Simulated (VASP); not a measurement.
# KBr (Fm-3m) in VASP: a series of runs

Runs on KBr. Level: LDA. Tasks: single point, relaxation of cell and atoms.

All numbers are computed with VASP 6.6.1; they aren't measurements. Logs are shortened: lines on timing, memory, paths and dates and some standing lists are left out, and cuts for length are marked.

### 1 The cell of the first run

The structure is cubic, space group Fm-3m (No. 225). Conventional cell: a = 6.371 Å, b = 6.371 Å, c = 6.371 Å, α = 90.00°, β = 90.00°, γ = 90.00°. Within 4.2 Å of K (site symmetry m-3m) lie 6 Br at 3.19 Å. Within 4.2 Å of Br (site symmetry m-3m) lie 6 K at 3.19 Å.

### 2 Single point, LDA

INCAR

```
SYSTEM = KBr
PREC     = Accurate       ! precision mode
ENCUT    = 520            ! plane-wave cutoff, eV
EDIFF    = 1E-6           ! SCF threshold, eV
ISMEAR   = 0              ! smearing method
SIGMA    = 0.02           ! smearing width, eV
LREAL    = .FALSE.        ! projectors in reciprocal space
LASPH    = .TRUE.         ! aspherical terms in the spheres
NELM     = 80             ! most SCF steps
ALGO     = Normal         ! electronic algorithm
ISIF     = 2              ! what is computed and relaxed
LWAVE    = .FALSE.        ! write WAVECAR
LCHARG   = .FALSE.        ! write CHGCAR
NBANDS   = 15             ! bands
```

KPOINTS

```
Automatic mesh
0
G
  6 6 6
  0 0 0
```

POSCAR

```
KBr
1.0
    0.0000000000      3.1856269901      3.1856269901
    3.1856269901      0.0000000000      3.1856269901
    3.1856269901      3.1856269901      0.0000000000
K Br
1 1
Direct
    0.0000000000      0.0000000000      0.0000000000
    0.5000000000      0.5000000000      0.5000000000
```

Potentials or basis: VASP PAW LDA potentials, release 64 (K_sv, Br).

Started as:

```
$ cat potpaw_LDA.64/K_sv/POTCAR potpaw_LDA.64/Br/POTCAR > POTCAR
$ mpirun -np 1 vasp_std > vasp.out
```

OUTCAR:

```text
SYSTEM = KBr
   PREC = Accurate
   ENCUT = 520
   EDIFF = 1E-6
   ISMEAR = 0
   LREAL = .FALSE.
   LASPH = .TRUE.
   NELM = 80
   ISIF = 2

 ion  position               nearest neighbor table
   1  0.000  0.000  0.000-   2 3.19   2 3.19   2 3.19   2 3.19   2 3.19   2 3.19
   2  0.500  0.500  0.500-   1 3.19   1 3.19   1 3.19   1 3.19   1 3.19   1 3.19

  LATTYP: Found a face centered cubic cell.
 ALAT       =     6.3712539802

  Lattice vectors:

 A1 = (   0.0000000000,   3.1856269901,   3.1856269901)
 A2 = (   3.1856269901,   0.0000000000,   3.1856269901)
 A3 = (   3.1856269901,   3.1856269901,   0.0000000000)

Analysis of symmetry for initial positions (statically):
=====================================================================
 Subroutine PRICEL returns:
 Original cell was already a primitive cell.

 Routine SETGRP: Setting up the symmetry group for a
 face centered cubic supercell.

 Subroutine GETGRP returns: Found 48 space group operations
 (whereof 48 operations were pure point group operations)
 out of a pool of 48 trial point group operations.

The static configuration has the point symmetry O_h .

Analysis of symmetry for dynamics (positions and initial velocities):
=====================================================================
 Subroutine PRICEL returns:
 Original cell was already a primitive cell.

 Routine SETGRP: Setting up the symmetry group for a
 face centered cubic supercell.

 Subroutine GETGRP returns: Found 48 space group operations
 (whereof 48 operations were pure point group operations)
 out of a pool of 48 trial point group operations.

The dynamic configuration has the point symmetry O_h .

 Subroutine INISYM returns: Found 48 space group operations
 (whereof 48 operations are pure point group operations),
 and found     1 'primitive' translations

----------------------------------------------------------------------------------------

                                     Primitive cell

  volume of cell :      64.6569

  direct lattice vectors                    reciprocal lattice vectors
     0.000000000  3.185626990  3.185626990    -0.156954974  0.156954974  0.156954974
     3.185626990  0.000000000  3.185626990     0.156954974 -0.156954974  0.156954974
     3.185626990  3.185626990  0.000000000     0.156954974  0.156954974 -0.156954974

  length of vectors
     4.505156894  4.505156894  4.505156894     0.271853989  0.271853989  0.271853989

  position of ions in fractional coordinates (direct lattice)
     0.000000000  0.000000000  0.000000000
     0.500000000  0.500000000  0.500000000

  ion indices of the primitive-cell ions
   primitive index   ion index
                 1           1
                 2           2

----------------------------------------------------------------------------------------

 KPOINTS: Automatic mesh

Automatic generation of k-mesh.
 Grid dimensions read from file:
 generate k-points for:    6    6    6

 Generating k-lattice:

  Cartesian coordinates                     Fractional coordinates (reciprocal lattice)
    -0.026159162  0.026159162  0.026159162     0.166666667  0.000000000  0.000000000
     0.026159162 -0.026159162  0.026159162     0.000000000  0.166666667  0.000000000
     0.026159162  0.026159162 -0.026159162     0.000000000  0.000000000  0.166666667

  Length of vectors
     0.045308998  0.045308998  0.045308998

  Shift w.r.t. Gamma in fractional coordinates (k-lattice)
     0.000000000  0.000000000  0.000000000

 Subroutine IBZKPT returns following result:
 ===========================================

 Found     16 irreducible k-points:

 Following reciprocal coordinates:
            Coordinates               Weight
  0.000000  0.000000  0.000000      1.000000
  0.166667  0.000000  0.000000      8.000000
  0.333333  0.000000  0.000000      8.000000
  0.500000  0.000000  0.000000      4.000000
  0.166667  0.166667  0.000000      6.000000
  0.333333  0.166667  0.000000     24.000000
[... 8 lines left out ...]
 -0.333333  0.333333  0.166667     24.000000
 -0.333333  0.500000  0.166667     12.000000
   k-points           NKPTS =     16   k-points in BZ     NKDIM =     16   number of bands    NBANDS=     15
   number of dos      NEDOS =    301   number of ions     NIONS =      2
   total plane-waves  NPLWV =  46656
   dimension x,y,z NGX =    36 NGY =   36 NGZ =   36
   dimension x,y,z NGXF=    72 NGYF=   72 NGZF=   72
   ions per type =               1   1
   NGX,Y,Z   is equivalent  to a cutoff of  13.28, 13.28, 13.28 a.u.
   NGXF,Y,Z  is equivalent  to a cutoff of  26.57, 26.57, 26.57 a.u.
 SYSTEM =  KBr
   PREC   = accura    normal or accurate (medium, high low for compatibility)
   ISTART =      0    job   : 0-new  1-cont  2-samecut
   ICHARG =      2    charge: 1-file 2-atom 10-const
   ISPIN  =      1    spin polarized calculation?
   LNONCOLLINEAR =      F non collinear calculations
   LSORBIT =      F    spin-orbit coupling
   LASPH  =      T    aspherical Exc in radial PAW
   ENCUT  =  520.0 eV  38.22 Ry    6.18 a.u.   8.38  8.38  8.38*2*pi/ulx,y,z
   NELM   =     80;   NELMIN=  2; NELMDL= -5     # of ELM steps
   EDIFF  = 0.1E-05   stopping-criterion for ELM
   LREAL  =      F    real-space projection
   EDIFFG = 0.1E-04   stopping-criterion for IOM
   NSW    =      0    number of steps for IOM
   IBRION =     -1    ionic relax: 0-MD 1-quasi-New 2-CG
   NFREE  =      0    steps in history (QN), initial steepest desc. (CG)
   ISIF   =      2    stress and relaxation
   ISYM   =      2    0-nonsym 1-usesym 2-fastsym
   POTIM  = 0.5000    time-step for ionic-motion
   TEBEG  =    0.0;   TEEND  =   0.0 temperature during run
   PSTRESS=    0.0 pullay stress
   NELECT =      16.0000    total number of electrons
   NUPDOWN=      -1.0000    fix difference up-down
   EMIN   =  10.00;   EMAX   =-10.00  energy-range for DOS
   EFERMI =   0.00;   METHOD = LEGACY
   ISMEAR =     0;   SIGMA  =   0.02  broadening in eV -4-tet -1-fermi 0-gaus
   EFERMI_NEDOS =   21; number of points for ismear=-14 and -15
   IALGO  =     38    algorithm
   IMIX   =      4    mixing-type and parameters
     AMIX     =   0.40;   BMIX     =  1.00
     AMIX_MAG =   1.60;   BMIX_MAG =  1.00
  volume/ion in A,a.u.               =      32.33       218.16
  Fermi-wavevector in a.u.,A,eV,Ry     =   1.027803  1.942266 14.372911  1.056379
  Thomas-Fermi vector in A             =   2.161767
   LORBIT       =      0    0 simple, 1 ext, 2 COOP (PROOUT), +10 PAW based schemes
   GGA     = CA    functional components
   LHFCALC =     F    Hartree Fock is set to
   AEXX    =    0.0000 exact exchange contribution
   IVDW    =     0    specifies the selected vdW correction
   LEPSILON=     F    determine dielectric tensor
   LRPA    =     F    only Hartree local field effects (RPA)
 non-spin polarized calculation
 Gauss-broadening in eV      SIGMA  =   0.02
  energy-cutoff  :      520.00
  volume of cell :       64.66
 maximum number of plane-waves:      1807
 NGX is ok and might be reduce to    36
   NGX = 17   NGY = 17   NGZ = 17

 number of electron      16.0000000 magnetization

 Free energy of the ion-electron system (eV)
  ---------------------------------------------------
  ext. energy  EPLUGINS =         0.00000000
  ---------------------------------------------------
  free energy    TOTEN  =        -6.83455623 eV

  energy without entropy =       -6.83455623  energy(sigma->0) =       -6.83455623

 E-fermi :  -1.2849     XC(G=0):  -8.3173

 val. band max:       -1.4443112196   @ k =   0.0000   0.0000   0.0000
 cond. band min:       2.8854869607   @ k =   0.0000   0.0000   0.0000
 fundamental gap:      4.3297981803
 Fermi energy:        -1.2848671598

 k-point     1 :       0.0000    0.0000    0.0000
  band No.  band energies     occupation
      1     -28.6546      2.00000
      2     -13.9126      2.00000
      3     -12.3798      2.00000
      4     -12.3798      2.00000
      5     -12.3798      2.00000
      6      -1.4443      2.00000
      7      -1.4443      2.00000
      8      -1.4443      2.00000
      9       2.8855      0.00000
     10       5.8947      0.00000
     11       5.8947      0.00000
     12       5.8947      0.00000
     13       6.8429      0.00000
     14       6.8429      0.00000
     15       9.9997      0.00000

 k-point     2 :       0.1667    0.0000    0.0000
  band No.  band energies     occupation
      1     -28.6518      2.00000
      2     -13.9689      2.00000
      3     -12.3818      2.00000
      4     -12.3818      2.00000
      5     -12.2995      2.00000
      6      -1.9182      2.00000
      7      -1.5670      2.00000
      8      -1.5670      2.00000
      9       3.6349      0.00000
     10       5.7648      0.00000
     11       6.2588      0.00000
     12       6.2588      0.00000
     13       7.2742      0.00000
     14       7.2742      0.00000
     15      11.0543      0.00000

 k-point     3 :       0.3333    0.0000    0.0000
  band No.  band energies     occupation
      1     -28.6462      2.00000
      2     -14.0684      2.00000
      3     -12.3857      2.00000
      4     -12.3857      2.00000
      5     -12.1503      2.00000
      6      -2.6332      2.00000
      7      -1.7929      2.00000
      8      -1.7929      2.00000
      9       4.7055      0.00000
     10       6.2373      0.00000
     11       7.2353      0.00000
     12       7.2353      0.00000
     13       8.3421      0.00000
     14       8.3421      0.00000
     15      10.3902      0.00000
[... 199 lines left out ...]
 k-point    15 :      -0.3333    0.3333    0.1667
  band No.  band energies     occupation
      1     -28.6409      2.00000
      2     -13.9550      2.00000
      3     -12.4623      2.00000
      4     -12.4413      2.00000
      5     -12.2329      2.00000
      6      -2.4748      2.00000
      7      -2.0941      2.00000
      8      -1.9524      2.00000
      9       5.6079      0.00000
     10       5.9845      0.00000
     11       7.2651      0.00000
     12       7.8342      0.00000
     13       8.9816      0.00000
     14       9.4051      0.00000
     15       9.9469      0.00000

 k-point    16 :      -0.3333    0.5000    0.1667
  band No.  band energies     occupation
      1     -28.6401      2.00000
      2     -13.8665      2.00000
      3     -12.5102      2.00000
      4     -12.4633      2.00000
      5     -12.3075      2.00000
      6      -2.2919      2.00000
      7      -2.0518      2.00000
      8      -1.9854      2.00000
      9       4.8216      0.00000
     10       6.5959      0.00000
     11       6.8124      0.00000
     12       7.9555      0.00000
     13       8.6732      0.00000
     14       9.5048      0.00000
     15      10.1511      0.00000

------------------------ aborting loop because EDIFF is reached ----------------------------------------

  FORCE on cell =-STRESS in cart. coord.  units (eV):
  Direction    XX          YY          ZZ          XY          YZ          ZX
  --------------------------------------------------------------------------------------
  -------------------------------------------------------------------------------------
  Total        0.0394216      0.0394216      0.0394216      0.0000000      0.0000000     -0.0000000
  in kB        0.9768559      0.9768559      0.9768559      0.0000000      0.0000000     -0.0000000
  external PRESSURE =       0.9768559 kB  Pullay stress =       0.0000000 kB

 VOLUME and BASIS-vectors are now :
 -----------------------------------------------------------------------------
  energy-cutoff  :      520.00
  volume of cell :       64.66
      direct lattice vectors                 reciprocal lattice vectors
     0.000000000  3.185626990  3.185626990    -0.156954974  0.156954974  0.156954974
     3.185626990  0.000000000  3.185626990     0.156954974 -0.156954974  0.156954974
     3.185626990  3.185626990  0.000000000     0.156954974  0.156954974 -0.156954974

 POSITION                                       TOTAL-FORCE (eV/Angst)
 -----------------------------------------------------------------------------------
      0.00000      0.00000      0.00000        -0.000000     -0.000000     -0.000000
      3.18563      3.18563      3.18563         0.000000      0.000000      0.000000
 -----------------------------------------------------------------------------------
    total drift:                                0.000000      0.000000      0.000000

  FREE ENERGIE OF THE ION-ELECTRON SYSTEM (eV)
  ---------------------------------------------------
  free  energy   TOTEN  =        -6.8345562305 eV

  energy  without entropy=       -6.8345562305  energy(sigma->0) =       -6.83455623
```

Run time: 12 s. Hardware: 1 thread of Intel Xeon Platinum 8259CL at 2.50GHz (Skylake/Cascade Lake), shared host; peak memory 0.17 GiB.

What came out:

```yaml
Free_energy: -6.8346 eV
Pressure: 0.1 GPa
Band_gap_on_the_k_mesh: 4.33 eV, direct
```

Levels at points of the mesh, in eV from the valence-band top:
```
           k point  band 5  band 6  band 7  band 8  band 9  band 10  band 11  band 12
(0.00, 0.00, 0.00)  -10.94    0.00    0.00    0.00    4.33     7.34     7.34     7.34
(0.50, 0.00, 0.00)  -10.64   -1.48   -0.45   -0.45    6.47     8.31     9.79     9.79
(0.50, 0.50, 0.00)  -11.00   -0.97   -0.34   -0.34    5.41     7.26     9.36     9.74
```

### 3 Relaxation of cell and atoms, LDA

INCAR

```
SYSTEM = KBr
PREC = Accurate ; ENCUT = 600
EDIFF = 1E-7 ; ISMEAR = 0
SIGMA = 0.02 ; LREAL = .FALSE.
LASPH = .TRUE. ; NELM = 80
ALGO = Normal ; ISIF = 3
LWAVE = .FALSE. ; LCHARG = .FALSE.
IBRION = 2 ; NSW = 100
EDIFFG = -0.005
```

KPOINTS

```
regular mesh
0
G
  6 6 6
  0 0 0
```

POSCAR is that of step 2.

Potentials or basis: VASP PAW LDA potentials, release 64 (K_sv, Br).

Started as:

```
$ cat potpaw_LDA.64/K_sv/POTCAR potpaw_LDA.64/Br/POTCAR > POTCAR
$ mpirun -np 1 vasp_std > vasp.out
```

Run time: 23 s. Hardware: 1 thread of Intel Xeon Platinum 8259CL at 2.50GHz (Skylake/Cascade Lake), shared host; peak memory 0.19 GiB.

Results (log left out):

| Item | Value |
| --- | --- |
| Free energy | -6.8347 eV |
| Relaxed volume | 32.49 Å³/atom |
| Relaxed cell | a = 4.513 Å, b = 4.513 Å, c = 4.513 Å, α = 60.00°, β = 60.00°, γ = 60.00° |
| Space group after relaxing (to 0.05 Å) | Fm-3m (No. 225) |
| Energy gained by relaxing | 0.1 meV/atom |
| Ionic steps | 3 |
| Pressure after relaxing | 0.0 GPa |
| Band gap on the k mesh | 4.32 eV, direct |

The path:
```tsv
step	energy change (eV)	largest force (eV/Å)	pressure (GPa)	volume (Å³)
1	0.0000	0.0000	0.11	64.66
2	-0.0001	0.0000	0.04	64.86
3	-0.0001	0.0000	0.00	64.98
```

Final structure:
```cif
data_structure
_symmetry_space_group_name_H-M 'P 1'
_symmetry_Int_Tables_number 1
_cell_length_a 4.5128
_cell_length_b 4.5128
_cell_length_c 4.5128
_cell_angle_alpha 60.000
_cell_angle_beta 60.000
_cell_angle_gamma 60.000
_cell_volume 64.98
loop_
_atom_site_label
_atom_site_type_symbol
_atom_site_fract_x
_atom_site_fract_y
_atom_site_fract_z
_atom_site_occupancy
K1 K 0.00000 0.00000 0.00000 1
Br1 Br 0.50000 0.50000 0.50000 1
```

Levels at points of the mesh, in eV from the valence-band top:
```tsv
k point	band 4	band 5	band 6	band 7	band 8	band 9	band 10	band 11	band 12
(0.00, 0.00, 0.00)	-10.94	-10.94	0.00	0.00	0.00	4.32	7.34	7.34	7.34
(0.50, 0.00, 0.00)	-10.95	-10.65	-1.47	-0.45	-0.45	6.46	8.29	9.78	9.78
(0.50, 0.50, 0.00)	-11.00	-11.00	-0.96	-0.33	-0.33	5.41	7.24	9.35	9.71
```
